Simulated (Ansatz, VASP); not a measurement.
**Two plane-wave programs on NaF**

File POSCAR:

```
NaF
1.0
    0.0000000000      2.2972417895      2.2972417895
    2.2972417895      0.0000000000      2.2972417895
    2.2972417895      2.2972417895      0.0000000000
Na F
1 1
Direct
    0.0000000000      0.0000000000      0.0000000000
    0.5000000000      0.5000000000      0.5000000000
```

File INCAR.step1:

```
SYSTEM = NaF
ALGO = Normal
EDIFF = 1E-5
ENCUT = 520
GGA = PE
ISIF = 2
ISMEAR = 0
LASPH = .TRUE.
LCHARG = .FALSE.
LREAL = .FALSE.
LWAVE = .TRUE.
NBANDS = 14
NELM = 100
PREC = Accurate
SIGMA = 0.01
```

INCAR.step2

```
SYSTEM = NaF
AEXX = 0.25
ALGO = Normal
EDIFF = 1E-7
ENCUT = 520
GGA = PE
ISIF = 2
ISMEAR = 0
ISTART = 1
LASPH = .TRUE.
LCHARG = .FALSE.
LHFCALC = .TRUE.
LREAL = .FALSE.
LWAVE = .FALSE.
NBANDS = 14
NELM = 100
PREC = Accurate
PRECFOCK = Normal
SIGMA = 0.01
```

KPOINTS

```
k-points
0
G
  6 6 6
  0 0 0
```

Input for Ansatz:

```yaml
crystal:
  lattice:
    - [0.0, 2.2972417895, 2.2972417895]
    - [2.2972417895, 0.0, 2.2972417895]
    - [2.2972417895, 2.2972417895, 0.0]
  atoms:
    - { symbol: Na, position: [0.0, 0.0, 0.0] }
    - { symbol: F, position: [0.5, 0.5, 0.5] }
kpoints:
  mp_grid: { grid: [6, 6, 6] }
  band_path:
    path:
      - [0.0, 0.0, 0.0]
      - [0.5, 0.0, 0.5]
      - [0.625, 0.25, 0.625]
      - [0.375, 0.375, 0.75]
      - [0.5, 0.5, 0.5]
      - [0.5, 0.25, 0.75]
    npoints: 1
hamiltonian:
  xc: pbe0
scf:
  occupations: { method: fixed }
  n_extra_bands: 4
output:
  forces: true
  stress: true
  eigenvalues: true
```

Alike in both runs: task single point; functional PBE0; k mesh 6 × 6 × 6; no spin polarisation.

|  | VASP | Ansatz |
| --- | --- | --- |
| version | VASP 6.6.1 | Ansatz 0.2.0 |
| potentials or method | VASP PAW PBE potentials, release 64 (Na_pv, F) | plane waves, PAW |
| plane-wave cutoff (eV) | 520 | 420 |
| occupations | gaussian, width 0.01 eV | fixed |
| valence electrons in the cell | 14 | 16 |

Ansatz gave:

| Item | Value |
| --- | --- |
| gap on the k mesh at the Fermi level (eV) | 9.40 |
| pressure (GPa) | 1.4 |

Task: Which values does VASP return?

Result: gap on the k mesh at the Fermi level (eV): 9.38; pressure (GPa): 1.6.

VASP's potentials hold 14 valence electrons a cell and Ansatz's 16, so a difference there can come from the potentials and not from the codes. Ansatz's warnings: stress exchange threshold loose, stress scf threshold loose.
